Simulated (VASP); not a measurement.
# In in VASP: notebook

In is run at these levels: PBE; tasks: single point.

Everything below comes from runs of VASP 6.6.1. Logs are shortened: lines on timing, memory, paths and dates and some standing lists are left out, and cuts for length are marked.

## (1) The cell of the first run

The typed cell holds 4 atoms: a = 4.252 Å, b = 4.252 Å, c = 6.256 Å, α = 90.00°, β = 90.00°, γ = 90.00°.

The cell was built from a structure type or drawn by symmetry, and may not be a known phase.

## (2) Single point, PBE

The input, INCAR:

```
ALGO = Normal
EDIFF = 1E-7
ENCUT = 520
GGA = PE
ISIF = 2
ISMEAR = 0
LASPH = True
LCHARG = False
LREAL = False
LWAVE = False
NBANDS = 34
NELM = 100
PREC = Accurate
SIGMA = 0.1
```

The input, KPOINTS:

```
k-points
0
Gamma
  4 4 4
```

The input, POSCAR:

```
In
1.0
    4.2517515107      0.0000000000      0.0000000000
    0.0000000000      4.2517515107      0.0000000000
    0.0000000000      0.0000000000      6.2564667357
In
4
Direct
    0.0000555140      0.0000555140      0.5000000000
    0.4999444860      0.5000555140      0.2500000000
    0.5000555140      0.4999444860      0.7500000000
    0.9999444860      0.9999444860      0.0000000000
```

Potentials or basis: VASP PAW PBE potentials, release 64 (In_d).

Command:

```
> cat potpaw_PBE.64/In_d/POTCAR > POTCAR
> mpirun -np 1 vasp_std > vasp.out
```

OUTCAR:

```text
EDIFF = 1E-7
   ENCUT = 520
   GGA = PE
   ISIF = 2
   ISMEAR = 0
   LASPH = True
   LREAL = False
   NELM = 100
   PREC = Accurate

 ion  position               nearest neighbor table
   1  0.000  0.000  0.500-   4 3.13   4 3.13   2 3.39   3 3.39   2 3.39   3 3.39   2 3.39   3 3.39
                             2 3.39   3 3.39
   2  0.500  0.500  0.250-   3 3.13   3 3.13   4 3.39   1 3.39   1 3.39   4 3.39   1 3.39   4 3.39
                             1 3.39   4 3.39
   3  0.500  0.500  0.750-   2 3.13   2 3.13   4 3.39   1 3.39   4 3.39   1 3.39   1 3.39   1 3.39
                             4 3.39   4 3.39
   4  1.000  1.000  0.000-   1 3.13   1 3.13   3 3.39   2 3.39   3 3.39   2 3.39   3 3.39   3 3.39
                             2 3.39   2 3.39

  LATTYP: Found a simple tetragonal cell.
 ALAT       =     4.2517515107
 C/A-ratio  =     1.4715033839

  Lattice vectors:

 A1 = (   4.2517515107,   0.0000000000,   0.0000000000)
 A2 = (   0.0000000000,   4.2517515107,   0.0000000000)
 A3 = (   0.0000000000,   0.0000000000,   6.2564667357)

Analysis of symmetry for initial positions (statically):
=====================================================================
 Subroutine PRICEL returns:
 Original cell was already a primitive cell.

 Routine SETGRP: Setting up the symmetry group for a
 simple tetragonal supercell.

 Subroutine GETGRP returns: Found  8 space group operations
 (whereof  2 operations were pure point group operations)
 out of a pool of 16 trial point group operations.

The static configuration has the point symmetry C_2 .
 The point group associated with its full space group is D_4 .

Analysis of symmetry for dynamics (positions and initial velocities):
=====================================================================
 Subroutine PRICEL returns:
 Original cell was already a primitive cell.

 Routine SETGRP: Setting up the symmetry group for a
 simple tetragonal supercell.

 Subroutine GETGRP returns: Found  8 space group operations
 (whereof  2 operations were pure point group operations)
 out of a pool of 16 trial point group operations.

The dynamic configuration has the point symmetry C_2 .
 The point group associated with its full space group is D_4 .

 Subroutine INISYM returns: Found  8 space group operations
 (whereof  2 operations are pure point group operations),
 and found     1 'primitive' translations

----------------------------------------------------------------------------------------

                                     Primitive cell

  volume of cell :     113.1006

  direct lattice vectors                    reciprocal lattice vectors
     4.251751511  0.000000000  0.000000000     0.235197188  0.000000000  0.000000000
     0.000000000  4.251751511  0.000000000     0.000000000  0.235197188  0.000000000
     0.000000000  0.000000000  6.256466736     0.000000000  0.000000000  0.159834623

  length of vectors
     4.251751511  4.251751511  6.256466736     0.235197188  0.235197188  0.159834623

  position of ions in fractional coordinates (direct lattice)
     0.000055514  0.000055514  0.500000000
     0.499944486  0.500055514  0.250000000
     0.500055514  0.499944486  0.750000000
     0.999944486  0.999944486  0.000000000

  ion indices of the primitive-cell ions
   primitive index   ion index
                 1           1
                 2           2
                 3           3
                 4           4

----------------------------------------------------------------------------------------

 KPOINTS: k-points

Automatic generation of k-mesh.
 Grid dimensions read from file:
 generate k-points for:    4    4    4

 Generating k-lattice:

  Cartesian coordinates                     Fractional coordinates (reciprocal lattice)
     0.058799297  0.000000000  0.000000000     0.250000000  0.000000000  0.000000000
     0.000000000  0.058799297  0.000000000     0.000000000  0.250000000  0.000000000
     0.000000000  0.000000000  0.039958656     0.000000000  0.000000000  0.250000000

  Length of vectors
     0.058799297  0.058799297  0.039958656

  Shift w.r.t. Gamma in fractional coordinates (k-lattice)
     0.000000000  0.000000000  0.000000000

 Subroutine IBZKPT returns following result:
 ===========================================

 Found     18 irreducible k-points:

 Following reciprocal coordinates:
            Coordinates               Weight
  0.000000  0.000000  0.000000      1.000000
  0.250000  0.000000  0.000000      4.000000
  0.500000  0.000000  0.000000      2.000000
  0.250000  0.250000  0.000000      4.000000
  0.500000  0.250000  0.000000      4.000000
  0.500000  0.500000  0.000000      1.000000
[... 10 lines left out ...]
  0.500000  0.250000  0.500000      4.000000
  0.500000  0.500000  0.500000      1.000000
   k-points           NKPTS =     18   k-points in BZ     NKDIM =     18   number of bands    NBANDS=     34
   number of dos      NEDOS =    301   number of ions     NIONS =      4
   total plane-waves  NPLWV =  49152
   dimension x,y,z NGX =    32 NGY =   32 NGZ =   48
   dimension x,y,z NGXF=    64 NGYF=   64 NGZF=   96
   ions per type =               4
   NGX,Y,Z   is equivalent  to a cutoff of  12.51, 12.51, 12.75 a.u.
   NGXF,Y,Z  is equivalent  to a cutoff of  25.02, 25.02, 25.51 a.u.
 SYSTEM =  unknown system
   PREC   = accura    normal or accurate (medium, high low for compatibility)
   ISTART =      0    job   : 0-new  1-cont  2-samecut
   ICHARG =      2    charge: 1-file 2-atom 10-const
   ISPIN  =      1    spin polarized calculation?
   LNONCOLLINEAR =      F non collinear calculations
   LSORBIT =      F    spin-orbit coupling
   LASPH  =      T    aspherical Exc in radial PAW
   ENCUT  =  520.0 eV  38.22 Ry    6.18 a.u.   7.91  7.91 11.63*2*pi/ulx,y,z
   NELM   =    100;   NELMIN=  2; NELMDL= -5     # of ELM steps
   EDIFF  = 0.1E-06   stopping-criterion for ELM
   LREAL  =      F    real-space projection
   EDIFFG = 0.1E-05   stopping-criterion for IOM
   NSW    =      0    number of steps for IOM
   IBRION =     -1    ionic relax: 0-MD 1-quasi-New 2-CG
   NFREE  =      0    steps in history (QN), initial steepest desc. (CG)
   ISIF   =      2    stress and relaxation
   ISYM   =      2    0-nonsym 1-usesym 2-fastsym
   POTIM  = 0.5000    time-step for ionic-motion
   TEBEG  =    0.0;   TEEND  =   0.0 temperature during run
   PSTRESS=    0.0 pullay stress
   NELECT =      52.0000    total number of electrons
   NUPDOWN=      -1.0000    fix difference up-down
   EMIN   =  10.00;   EMAX   =-10.00  energy-range for DOS
   EFERMI =   0.00;   METHOD = LEGACY
   ISMEAR =     0;   SIGMA  =   0.10  broadening in eV -4-tet -1-fermi 0-gaus
   EFERMI_NEDOS =   21; number of points for ismear=-14 and -15
   IALGO  =     38    algorithm
   IMIX   =      4    mixing-type and parameters
     AMIX     =   0.40;   BMIX     =  1.00
     AMIX_MAG =   1.60;   BMIX_MAG =  1.00
  volume/ion in A,a.u.               =      28.28       190.81
  Fermi-wavevector in a.u.,A,eV,Ry     =   1.263536  2.387737 21.722020  1.596523
  Thomas-Fermi vector in A             =   2.396888
   LORBIT       =      0    0 simple, 1 ext, 2 COOP (PROOUT), +10 PAW based schemes
   GGA     = PE    functional components
   LHFCALC =     F    Hartree Fock is set to
   AEXX    =    0.0000 exact exchange contribution
   IVDW    =     0    specifies the selected vdW correction
   LEPSILON=     F    determine dielectric tensor
   LRPA    =     F    only Hartree local field effects (RPA)
 non-spin polarized calculation
 Gauss-broadening in eV      SIGMA  =   0.10
  energy-cutoff  :      520.00
  volume of cell :      113.10
 maximum number of plane-waves:      3072
 NGX is ok and might be reduce to    32

 number of electron      52.0000051 magnetization

 Free energy of the ion-electron system (eV)
  ---------------------------------------------------
  ext. energy  EPLUGINS =         0.00000000
  ---------------------------------------------------
  free energy    TOTEN  =       -10.08326643 eV

  energy without entropy =      -10.07500177  energy(sigma->0) =      -10.07913410

 E-fermi :   6.6438     XC(G=0):  -9.8664

 val. band max:        6.5426975452   @ k =   0.0000   0.0000   0.2500
 cond. band min:       6.6808626176   @ k =   0.2500   0.0000   0.0000
 fundamental gap:      0.1381650724
 Fermi energy:         6.6438199163

 k-point     1 :       0.0000    0.0000    0.0000
  band No.  band energies     occupation
      1      -8.1876      2.00000
      2      -8.0562      2.00000
      3      -8.0183      2.00000
      4      -8.0119      2.00000
      5      -7.9209      2.00000
      6      -7.9209      2.00000
[... 26 lines left out ...]
     33      10.7150      0.00000
     34      12.9989      0.00000

 k-point     2 :       0.2500    0.0000    0.0000
  band No.  band energies     occupation
      1      -8.1596      2.00000
      2      -8.0394      2.00000
      3      -8.0257      2.00000
      4      -8.0257      2.00000
      5      -8.0014      2.00000
      6      -7.9721      2.00000
[... 26 lines left out ...]
     33      11.6787      0.00000
     34      12.0528      0.00000

 k-point     3 :       0.5000    0.0000    0.0000
  band No.  band energies     occupation
      1      -8.0963      2.00000
      2      -8.0963      2.00000
      3      -8.0850      2.00000
      4      -8.0850      2.00000
      5      -8.0113      2.00000
      6      -8.0113      2.00000
[... 26 lines left out ...]
     33      12.2442      0.00000
     34      12.2442      0.00000
[... 482 lines left out ...]
 k-point    17 :       0.5000    0.2500    0.5000
  band No.  band energies     occupation
      1      -7.9609      2.00000
      2      -7.9609      2.00000
      3      -7.9608      2.00000
      4      -7.9608      2.00000
      5      -7.9004      2.00000
      6      -7.9004      2.00000
[... 26 lines left out ...]
     33      13.6844      0.00000
     34      13.6846      0.00000

 k-point    18 :       0.5000    0.5000    0.5000
  band No.  band energies     occupation
      1      -7.9084      2.00000
      2      -7.9084      2.00000
      3      -7.9084      2.00000
      4      -7.9084      2.00000
      5      -7.8724      2.00000
      6      -7.8724      2.00000
[... 26 lines left out ...]
     33      12.6418      0.00000
     34      12.6418      0.00000

------------------------ aborting loop because EDIFF is reached ----------------------------------------

  FORCE on cell =-STRESS in cart. coord.  units (eV):
  Direction    XX          YY          ZZ          XY          YZ          ZX
  --------------------------------------------------------------------------------------
  -------------------------------------------------------------------------------------
  Total       -0.0872187     -0.0872187      0.2346269      0.0000000      0.0000000      0.0000000
  in kB       -1.2355357     -1.2355357      3.3237133      0.0000000      0.0000000      0.0000000
  external PRESSURE =       0.2842140 kB  Pullay stress =       0.0000000 kB

 VOLUME and BASIS-vectors are now :
 -----------------------------------------------------------------------------
  energy-cutoff  :      520.00
  volume of cell :      113.10
      direct lattice vectors                 reciprocal lattice vectors
     4.251751511  0.000000000  0.000000000     0.235197188  0.000000000  0.000000000
     0.000000000  4.251751511  0.000000000     0.000000000  0.235197188  0.000000000
     0.000000000  0.000000000  6.256466736     0.000000000  0.000000000  0.159834623

 POSITION                                       TOTAL-FORCE (eV/Angst)
 -----------------------------------------------------------------------------------
      0.00024      0.00024      3.12823        -0.000187     -0.000187     -0.000000
      2.12564      2.12611      1.56412         0.000187     -0.000187      0.000000
      2.12611      2.12564      4.69235        -0.000187      0.000187     -0.000000
      4.25152      4.25152      0.00000         0.000187      0.000187     -0.000000
 -----------------------------------------------------------------------------------
    total drift:                               -0.000000     -0.000000      0.000000

  FREE ENERGIE OF THE ION-ELECTRON SYSTEM (eV)
  ---------------------------------------------------
  free  energy   TOTEN  =       -10.0832664346 eV

  energy  without entropy=      -10.0750017667  energy(sigma->0) =      -10.07913410
```

Wall time 74 s (1 thread of Intel Xeon 8259CL, shared host); peak memory 0.23 GiB.

What came out:

| Item | Value |
| --- | --- |
| Free energy | -10.0833 eV |
| Pressure | 0.0 GPa |
| Band gap on the k mesh | zero (bands 26 and 27 overlap by 4.73 eV) |

Caveat: the k points lie up to 0.37 Å⁻¹ apart, too coarse for converged energies and pressures of a metal; spin-orbit coupling is left out, which moves the levels of the heavy elements.

## (3) Single point, PBE

This run uses another cell than the first one: it holds 1 atom, not 4.

The input, INCAR:

```
ALGO = Fast
EDIFF = 1E-6
ENCUT = 520
GGA = PE
ISIF = 2
ISMEAR = 0
LASPH = T
LCHARG = F
LREAL = F
LWAVE = F
NBANDS = 12
NELM = 60
PREC = Accurate
SIGMA = 0.1
```

The input, KPOINTS:

```
k-points
0
Gamma
  22 22 22
```

The input, POSCAR:

```
In
1.0
   -1.9817424462      1.9817424462      1.7660688065
    1.9817424462     -1.9817424462      1.7660688065
    1.9817424462      1.9817424462     -1.7660688065
In
1
Direct
    0.0000000000      0.0000000000      0.0000000000
```

Potentials or basis: VASP PAW PBE potentials, release 64 (In_d).

Command:

```
> cat potpaw_PBE.64/In_d/POTCAR > POTCAR
> mpirun -np 1 vasp_std > vasp.out
```

Run time: 11 min. Hardware: 1 thread of Intel Xeon 8259CL, shared host; peak memory 0.38 GiB.

The run converged. Its results:

* Free energy: -2.5503 eV
* Pressure: 0.0 GPa
* Band gap on the k mesh: zero (an odd number of electrons rules out a gap without spin polarisation)

Levels at points of the mesh, in eV from the Fermi level:
```
           k point  band 4  band 5  band 6  band 7  band 8  band 9
(0.00, 0.00, 0.00)  -14.44  -14.35   -9.15    9.74    9.74   11.29
(0.50, 0.00, 0.00)  -14.33  -14.24   -3.58   -2.81    5.24    6.49
(0.50, 0.50, 0.00)  -14.41  -14.25   -4.45   -3.17    6.87    8.55
(0.50, 0.50, 0.50)  -14.28  -14.25    0.20    0.56    0.56    2.92
```

Caveat: spin-orbit coupling is left out, which moves the levels of the heavy elements.
